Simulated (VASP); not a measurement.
Input of a VASP 6.6.1 run:

File INCAR:

```
SYSTEM = TmCdBr
PREC = Accurate ; ENCUT = 500
EDIFF = 1E-6 ; ISMEAR = 0
SIGMA = 0.1 ; LREAL = .False.
LASPH = .True. ; NELM = 200
ALGO = Normal ; ISIF = 2
LWAVE = .False. ; LCHARG = .False.
GGA = PE ; NBANDS = 37
GGA_COMPAT = .False. ; LMAXMIX = 6
```

File KPOINTS:

```
Automatic mesh
0
Gamma
  8 8 6
  0 0 0
```

POSCAR

```
TmCdBr
1.0
    4.9649406408      0.0000000000      0.0000000000
    0.0000000000      4.9649406408      0.0000000000
    0.0000000000      0.0000000000      7.0844397137
Tm Cd Br
2 2 2
Direct
    0.5000000000      0.5000000000      0.0000000000
    0.0000000000      0.0000000000      0.0000000000
    0.0000000000      0.5000000000      0.2772136062
    0.5000000000      0.0000000000      0.7227863938
    0.0000000000      0.5000000000      0.7039075139
    0.5000000000      0.0000000000      0.2960924861
```

Potentials or basis: VASP PAW PBE potentials, release 64 (Tm_3, Cd, Br), 4f in core.

Run with:

```console
$ cat potpaw_PBE.64/Tm_3/POTCAR potpaw_PBE.64/Cd/POTCAR potpaw_PBE.64/Br/POTCAR > POTCAR
$ mpirun -np 1 vasp_std > vasp.out
```

Q: Estimate the largest force.

A: 0.047 eV/Å.

Q: Estimate the band gap on the k mesh.

A: Zero (bands 28 and 29 overlap by 0.42 eV).

Q: Predict the pressure.

A: 0.3 GPa.

Forces in eV/Å, atoms in the order of the input:
```
Tm   0.000  0.000  0.000
Tm   0.000  0.000  0.000
Cd   0.000  0.000  0.047
Cd   0.000  0.000 -0.047
Br   0.000  0.000  0.020
Br   0.000  0.000 -0.020
```

Caveat: spin-orbit coupling is left out, which moves the levels of the heavy elements; the 4f electrons are frozen in the core, so they carry no moment and show no levels; the run has no spin polarisation, though such a crystal can be magnetic. Spin polarisation is off, so any magnetic state and its effect on volume and gap are missing.
